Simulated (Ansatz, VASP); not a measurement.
CsH: VASP beside Ansatz

Contents of POSCAR:

```
CsH
1.0
    0.0000000000      3.1365716520      3.2934002346
    3.1365716520      0.0000000000      3.2934002346
    3.1365716520      3.1365716520      0.0000000000
Cs H
1 1
Direct
    0.0000000000      0.0000000000      0.0000000000
    0.5000000000      0.5000000000      0.5000000000
```

File INCAR.step1:

```
ALGO     = Normal         # electronic algorithm
EDIFF    = 1E-4           # SCF threshold, eV
ENCUT    = 520            # plane-wave cutoff, eV
GGA      = PE             # functional
ISMEAR   = 0              # smearing method
LASPH    = T              # aspherical terms in the spheres
LCHARG   = F              # write CHGCAR
LREAL    = F              # projectors in reciprocal space
LWAVE    = T              # write WAVECAR
NBANDS   = 12             # bands
NELM     = 80             # most SCF steps
PREC     = Accurate       # precision mode
SIGMA    = 0.05           # smearing width, eV
```

Contents of INCAR.step2:

```
ALGO     = Normal         # electronic algorithm
EDIFF    = 1E-6           # SCF threshold, eV
ENCUT    = 520            # plane-wave cutoff, eV
ISIF     = 2              # what is computed and relaxed
ISMEAR   = 0              # smearing method
ISTART   = 1            
LASPH    = T              # aspherical terms in the spheres
LCHARG   = F              # write CHGCAR
LMIXTAU  = T            
LREAL    = F              # projectors in reciprocal space
LWAVE    = F              # write WAVECAR
METAGGA  = R2SCAN         # meta-GGA
NBANDS   = 12             # bands
NELM     = 80             # most SCF steps
PREC     = Accurate       # precision mode
SIGMA    = 0.05           # smearing width, eV
```

Contents of KPOINTS:

```
k-points
0
Gamma
  8 8 8
```

Input for Ansatz:

```yaml
crystal:
  lattice:
    - [0.0, 3.136571652, 3.2934002346]
    - [3.136571652, 0.0, 3.2934002346]
    - [3.136571652, 3.136571652, 0.0]
  atoms:
    - { symbol: Cs, position: [0.0, 0.0, 0.0] }
    - { symbol: H, position: [0.5, 0.5, 0.5] }
basis:
  ecutwfc: 500
kpoints:
  mp_grid: { grid: [8, 8, 8] }
hamiltonian:
  xc: r2scan
scf:
  occupations: { method: gaussian, width: 0.05 }
output:
  forces: true
  stress: true
  eigenvalues: true
```

Alike in both runs: task single point; functional r2SCAN; k mesh 8 × 8 × 8; occupations gaussian, width 0.05 eV; no spin polarisation.

```csv
,VASP,Ansatz
version,VASP 6.6.1,Ansatz 0.2.0
potentials or method,"VASP PAW PBE potentials, release 64 (Cs_sv, H), cutoff 520 eV","scalar-relativistic, plane waves, PAW"
valence electrons in the cell,10,10
```

|  | VASP | Ansatz | Ansatz less VASP |
| --- | --- | --- | --- |
| gap on the k mesh at the Fermi level (eV) | 2.65 | 2.67 | +0.018 |
| least direct gap on the mesh (eV) | 2.65 | 2.67 | +0.018 |
| pressure (GPa) | 0.1 | 0.1 | -0.03 |
| traceless stress, the component that is largest in VASP (GPa) | -0.70 | -0.68 | +0.017 |

VASP's potentials were made for PBE, not for r2SCAN.

Spin-orbit coupling is off throughout.
